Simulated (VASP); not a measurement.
A run of VASP 6.6.1 is set up as follows.

File INCAR:

```
SYSTEM = HfC
PREC = Accurate
ENCUT = 520
EDIFF = 1E-6
ISMEAR = 0
SIGMA = 0.05
LREAL = .False.
LASPH = .True.
NELM = 100
ALGO = Normal
ISIF = 2
LWAVE = .False.
LCHARG = .True.
GGA = PS
LELF = .True.
LVHAR = .True.
NBANDS = 14
```

File KPOINTS:

```
regular mesh
0
Gamma
  12 12 12
  0 0 0
```

Contents of POSCAR:

```
HfC
1.0
    0.0000000000      2.5221072291      2.5221072291
    2.5221072291      0.0000000000      2.5221072291
    2.5221072291      2.5221072291      0.0000000000
Hf C
1 1
Direct
    0.0000000000      0.0000000000      0.0000000000
    0.2500000000      0.2500000000      0.2500000000
```

Potentials or basis: VASP PAW PBE potentials, release 64 (Hf_pv, C).

The run is started by

```console
$ cat potpaw_PBE.64/Hf_pv/POTCAR potpaw_PBE.64/C/POTCAR > POTCAR
$ mpirun -np 1 vasp_std > vasp.out
```

Problem. Estimate the band gap on the k mesh.

Solution. 0.22 eV, direct.

Problem. Estimate the pressure.

Solution. -4.7 GPa.

Caveat: the PAW data sets were made with another functional, which shifts forces and pressure a little; spin-orbit coupling is left out, which moves the levels of the heavy elements. A k mesh can miss the band edges.
